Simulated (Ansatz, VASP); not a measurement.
## WC: VASP beside Ansatz

The input INCAR:

```
ALGO = Normal ; EDIFF = 1E-6
ENCUT = 520 ; GGA = PS
ISIF = 2 ; ISMEAR = 0
LASPH = T ; LCHARG = F
LREAL = F ; LWAVE = F
NBANDS = 26 ; NELM = 60
PREC = Accurate ; SIGMA = 0.1
```

KPOINTS

```
k-points
0
Gamma
  15 15 10
```

POSCAR

```
WC
1.0
    3.1625765235      0.0000000000      0.0000000000
   -1.5812882617      2.7388716107      0.0000000000
    0.0000000000      0.0000000000      4.8465024545
W C
2 2
Direct
    0.6666666700      0.3333333300      0.7500000000
    0.3333333300      0.6666666700      0.2500000000
    0.0000000000      0.0000000000      0.0000000000
    0.0000000000      0.0000000000      0.5000000000
```

Input for Ansatz:

```yaml
crystal:
  lattice:
    - [3.1625765235, 0.0, 0.0]
    - [-1.5812882617, 2.7388716107, 0.0]
    - [0.0, 0.0, 4.8465024545]
  atoms:
    - { symbol: W, position: [0.66666667, 0.33333333, 0.75] }
    - { symbol: W, position: [0.33333333, 0.66666667, 0.25] }
    - { symbol: C, position: [0.0, 0.0, 0.0] }
    - { symbol: C, position: [0.0, 0.0, 0.5] }
basis:
  ecutwfc: 420
kpoints:
  mp_grid: { grid: [15, 15, 10] }
hamiltonian:
  xc: pbesol
scf:
  occupations: { method: gaussian, width: 0.1 }
output:
  forces: true
  stress: true
  eigenvalues: true
```

Alike in both runs: task single point; functional PBEsol; k mesh 15 × 15 × 10; occupations gaussian, width 0.1 eV; no spin polarisation.

|  | VASP | Ansatz |
| --- | --- | --- |
| version | VASP 6.6.1 | Ansatz 0.2.0 |
| potentials or method | VASP PAW PBE potentials, release 64 (W_sv, C), cutoff 520 eV | scalar-relativistic, plane waves, PAW |
| valence electrons in the cell | 36 | 36 |

Ansatz gave:

```
gap on the k mesh at the Fermi level (eV)                     : none
pressure (GPa)                                                : -9.0
traceless stress, the component that is largest in VASP (GPa) : 42.80
```

Question: What did VASP give for the same quantities?

Answer: gap on the k mesh at the Fermi level (eV): none; pressure (GPa): -7.9; traceless stress, the component that is largest in VASP (GPa): 42.72.

VASP's potentials were made for PBE, not for PBEsol. A gap of «none» marks a metal or a gap that the smearing closes.

Neither program's run includes spin-orbit coupling.
